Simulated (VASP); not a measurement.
# AlNi2 (Pnnm) in VASP: single point with PBEsol

Aim: the single point of AlNi2 with PBEsol.

Program: VASP 6.6.1. These are calculated values, not measurements. Logs are shortened: lines on timing, memory, paths and dates and some standing lists are left out, and cuts for length are marked.

### Step 1. The cell of the first run

It takes space group Pnnm (No. 58, orthorhombic). The conventional cell has a = 4.761 Å, b = 5.146 Å, c = 3.157 Å, α = 90.00°, β = 90.00°, γ = 90.00°. Al (site symmetry 2/m) has 6 Ni at 2.13 to 2.14 Å within 2.8 Å. Ni (site symmetry m) has 3 Al at 2.13 to 2.14 Å and 2 Ni at 2.85 to 2.89 Å within 2.9 Å.

### Step 2. Single point, PBEsol, collinear spin, ferromagnetic start

File INCAR:

```
ALGO     = Fast           # electronic algorithm
EDIFF    = 1E-7           # SCF threshold, eV
ENCUT    = 520            # plane-wave cutoff, eV
GGA      = PS             # functional
ISIF     = 2              # what is computed and relaxed
ISMEAR   = 0              # smearing method
ISPIN    = 2              # spin polarisation
LASPH    = T              # aspherical terms in the spheres
LCHARG   = F              # write CHGCAR
LMAXMIX  = 4              # l up to which the mixer works
LORBIT   = 11             # projections on sites
LREAL    = F              # projectors in reciprocal space
LWAVE    = F              # write WAVECAR
MAGMOM   = 0 0 2 2 2 2    # initial moments
NBANDS   = 36             # bands
NELM     = 150            # most SCF steps
PREC     = Accurate       # precision mode
SIGMA    = 0.1            # smearing width, eV
```

File KPOINTS:

```
k-points
0
Gamma
  4 4 6
```

File POSCAR:

```
AlNi2
1.0
    4.7611110928      0.0000000000      0.0000000000
    0.0000000000      5.1464999800      0.0000000000
    0.0000000000      0.0000000000      3.1566810196
Al Ni
2 4
Direct
    0.0000000000      0.0000000000      0.0000000000
    0.5000000000      0.5000000000      0.5000000000
    0.2527230724      0.3445926508      0.0000000000
    0.7472769276      0.6554073492      0.0000000000
    0.7527230724      0.1554073492      0.5000000000
    0.2472769276      0.8445926508      0.5000000000
```

Potentials or basis: VASP PAW PBE potentials, release 64 (Al, Ni).

Run with:

```bash
cat potpaw_PBE.64/Al/POTCAR potpaw_PBE.64/Ni/POTCAR > POTCAR
mpirun -np 1 vasp_std > vasp.out
```

OUTCAR:

```text
EDIFF = 1E-7
   ENCUT = 520
   GGA = PS
   ISIF = 2
   ISMEAR = 0
   ISPIN = 2
   LASPH = T
   LORBIT = 11
   LREAL = F
   NELM = 150
   PREC = Accurate

 ion  position               nearest neighbor table
   1  0.000  0.000  0.000-   5 2.13   6 2.13   5 2.13   6 2.13   3 2.14   4 2.14
   2  0.500  0.500  0.500-   3 2.13   4 2.13   3 2.13   4 2.13   5 2.14   6 2.14
   3  0.253  0.345  0.000-   2 2.13   2 2.13   1 2.14   4 2.85   4 2.89   5 3.02   5 3.02   5 3.02
                             5 3.02   6 3.02   6 3.02   6 3.02   6 3.02
   4  0.747  0.655  0.000-   2 2.13   2 2.13   1 2.14   3 2.85   3 2.89   6 3.02   6 3.02   6 3.02
                             6 3.02   5 3.02   5 3.02   5 3.02   5 3.02
   5  0.753  0.155  0.500-   1 2.13   1 2.13   2 2.14   6 2.85   6 2.89   3 3.02   3 3.02   3 3.02
                             3 3.02   4 3.02   4 3.02   4 3.02   4 3.02
   6  0.247  0.845  0.500-   1 2.13   1 2.13   2 2.14   5 2.85   5 2.89   4 3.02   4 3.02   4 3.02
                             4 3.02   3 3.02   3 3.02   3 3.02   3 3.02

  LATTYP: Found a simple orthorhombic cell.
 ALAT       =     3.1566810196
 B/A-ratio  =     1.5082648716
 C/A-ratio  =     1.6303516092

  Lattice vectors:

 A1 = (   0.0000000000,   0.0000000000,   3.1566810196)
 A2 = (   4.7611110928,   0.0000000000,   0.0000000000)
 A3 = (   0.0000000000,   5.1464999800,   0.0000000000)

Analysis of symmetry for initial positions (statically):
=====================================================================
 Subroutine PRICEL returns:
 Original cell was already a primitive cell.

 Routine SETGRP: Setting up the symmetry group for a
 simple orthorhombic supercell.

 Subroutine GETGRP returns: Found  8 space group operations
 (whereof  4 operations were pure point group operations)
 out of a pool of  8 trial point group operations.

The static configuration has the point symmetry C_2h.
 The point group associated with its full space group is D_2h.

Analysis of symmetry for dynamics (positions and initial velocities):
=====================================================================
 Subroutine PRICEL returns:
 Original cell was already a primitive cell.

 Routine SETGRP: Setting up the symmetry group for a
 simple orthorhombic supercell.

 Subroutine GETGRP returns: Found  8 space group operations
 (whereof  4 operations were pure point group operations)
 out of a pool of  8 trial point group operations.

The dynamic configuration has the point symmetry C_2h.
 The point group associated with its full space group is D_2h.

Analysis of structural, dynamic, and magnetic symmetry:
[... 161 lines left out ...]

 number of electron      45.9999942 magnetization       0.0000244

 Free energy of the ion-electron system (eV)
  ---------------------------------------------------
  ext. energy  EPLUGINS =         0.00000000
  ---------------------------------------------------
  free energy    TOTEN  =       -28.66297175 eV

  energy without entropy =      -28.64424269  energy(sigma->0) =      -28.65360722

 E-fermi :   7.7019     XC(G=0): -11.8353

 val. band max:        7.6534374007   @ k =   0.5000   0.0000   0.1667
 cond. band min:       7.7049851129   @ k =   0.5000   0.2500   0.3333
 fundamental gap:      0.0515477121
 Fermi energy:         7.7019443681

 spin component 1

 k-point     1 :       0.0000    0.0000    0.0000
  band No.  band energies     occupation
      1      -1.7440      1.00000
      2       2.3039      1.00000
      3       3.2395      1.00000
      4       3.2972      1.00000
      5       4.5893      1.00000
      6       4.7969      1.00000
[... 901 lines left out ...]
     34      16.7253      0.00000
     35      18.9494      0.00000

 [... further k-points ...]

 spin component 2

 k-point     1 :       0.0000    0.0000    0.0000
  band No.  band energies     occupation
      1      -1.7440      1.00000
      2       2.3039      1.00000
      3       3.2395      1.00000
      4       3.2972      1.00000
      5       4.5893      1.00000
      6       4.7969      1.00000
[... 901 lines left out ...]
     34      16.7253      0.00000
     35      18.9494      0.00000

 [... further k-points ...]

 [bands above 35 left out]

------------------------ aborting loop because EDIFF is reached ----------------------------------------

  FORCE on cell =-STRESS in cart. coord.  units (eV):
  Direction    XX          YY          ZZ          XY          YZ          ZX
  --------------------------------------------------------------------------------------
  -------------------------------------------------------------------------------------
  Total        7.5167598      7.4744792     11.7461814     -0.0000000      0.0000000      0.0000000
  in kB      155.7005927    154.8248011    243.3079478     -0.0000000      0.0000000      0.0000000
  external PRESSURE =     184.6111139 kB  Pullay stress =       0.0000000 kB

 VOLUME and BASIS-vectors are now :
 -----------------------------------------------------------------------------
  energy-cutoff  :      520.00
  volume of cell :       77.35
      direct lattice vectors                 reciprocal lattice vectors
     4.761111093  0.000000000  0.000000000     0.210035007  0.000000000  0.000000000
     0.000000000  5.146499980  0.000000000     0.000000000  0.194306811  0.000000000
     0.000000000  0.000000000  3.156681020     0.000000000  0.000000000  0.316788422

 POSITION                                       TOTAL-FORCE (eV/Angst)
 -----------------------------------------------------------------------------------
      0.00000      0.00000      0.00000         0.000000     -0.000000      0.000000
      2.38056      2.57325      1.57834         0.000000     -0.000000      0.000000
      1.20324      1.77345      0.00000        -1.289215      0.360533     -0.000000
      3.55787      3.37305      0.00000         1.289215     -0.360533      0.000000
      3.58380      0.79980      1.57834        -1.289215     -0.360533     -0.000000
      1.17731      4.34670      1.57834         1.289215      0.360533      0.000000
 -----------------------------------------------------------------------------------
    total drift:                                0.000000     -0.000000     -0.000000

  FREE ENERGIE OF THE ION-ELECTRON SYSTEM (eV)
  ---------------------------------------------------
  free  energy   TOTEN  =       -28.6629717470 eV

  energy  without entropy=      -28.6442426937  energy(sigma->0) =      -28.65360722

 total charge

# of ion       s       p       d       tot
------------------------------------------
    1        0.521   0.517   0.000   1.038
    2        0.521   0.517   0.000   1.038
    3        0.454   0.411   8.563   9.428
    4        0.454   0.411   8.563   9.428
    5        0.454   0.411   8.563   9.428
    6        0.454   0.411   8.563   9.428
--------------------------------------------------
tot          2.858   2.679  34.253  39.790

 magnetization (x)

# of ion       s       p       d       tot
------------------------------------------
    1        0.000  -0.000   0.000   0.000
    2        0.000  -0.000   0.000   0.000
    3       -0.000  -0.000   0.000  -0.000
    4       -0.000  -0.000   0.000  -0.000
    5       -0.000  -0.000   0.000  -0.000
    6       -0.000  -0.000   0.000  -0.000
--------------------------------------------------
tot         -0.000  -0.000   0.000  -0.000
```

stdout:

```text
POSCAR found type information on POSCAR AlNi
 POSCAR found :  2 types and       6 ions
 scaLAPACK will be used
 -----------------------------------------------------------------------------
|                                                                             |
|                                                                             |
|     You enforced a specific xc type in the INCAR file but a different       |
|     I HOPE YOU KNOW WHAT YOU ARE DOING!                                     |
|                                                                             |
 -----------------------------------------------------------------------------

 LDA part: xc-table for (Slater+PW92), standard interpolation
 POSCAR, INCAR and KPOINTS ok, starting setup
 FFT: planning ... GRIDC
 FFT: planning ... GRID_SOFT
 FFT: planning ... GRID
 WAVECAR not read
 entering main loop
WARNING in EDDRMM: call to ZHEGV failed, returncode =   8  4     35
```

Wall time 5.3 min (1 thread of AMD EPYC 7R43 (Zen 3), shared host); peak memory 0.25 GiB.

What came out:

```yaml
Free_energy: -28.6630 eV
Pressure: 18.5 GPa
Largest_force: 1.339 eV/Å
Band_gap_on_the_k_mesh: zero (filled and empty bands overlap)
Net_moment: 0.00 μB per cell
Valence_electrons_inside_the_program's_atomic_spheres: Al 1.04; Ni 9.43
```

Forces on the atoms (eV/Å):
```
Al   0.000  0.000  0.000
Al   0.000  0.000  0.000
Ni  -1.289  0.361  0.000
Ni   1.289 -0.361  0.000
Ni  -1.289 -0.361  0.000
Ni   1.289  0.361  0.000
```

Stress tensor (GPa, compression positive):
```
15.57  0.00  0.00
 0.00 15.48  0.00
 0.00  0.00 24.33
```

Caveat: the cell stands under pressure; the PAW data sets were made with another functional, which shifts forces and pressure a little.
